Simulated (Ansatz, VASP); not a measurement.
# Au in VASP and in Ansatz

```
CELL_PARAMETERS angstrom
-1.65727 1.65727 1.70699
1.65727 -1.65727 1.70699
1.65727 1.65727 -1.70699
ATOMIC_POSITIONS crystal
Au 0.00000 0.00000 0.00000
```

Change from the starting cell: strain +0.000 along x and y, +0.030 along z, atoms carried along.

Alike in both runs: task single point; functional r2SCAN; k mesh 20 × 20 × 20; occupations gaussian, width 0.15 eV; no spin polarisation.

```csv
,VASP,Ansatz
version,VASP 6.6.1,Ansatz 0.2.0
potentials or method,"VASP PAW PBE potentials, release 64 (Au), cutoff 520 eV","scalar-relativistic, plane waves, PAW"
valence electrons in the cell,11,19
```

|  | VASP | Ansatz | Ansatz less VASP |
| --- | --- | --- | --- |
| gap on the k mesh at the Fermi level (eV) | none | none | - |
| pressure (GPa) | -7.8 | -8.0 | -0.17 |
| traceless stress, the component that is largest in VASP (GPa) | 0.17 | 0.16 | -0.006 |

VASP's potentials were made for PBE, not for r2SCAN. A gap of «none» marks a metal or a gap that the smearing closes. VASP's potentials hold 11 valence electrons a cell and Ansatz's 19, so a difference there can come from the potentials and not from the codes.

Spin-orbit coupling is off throughout.
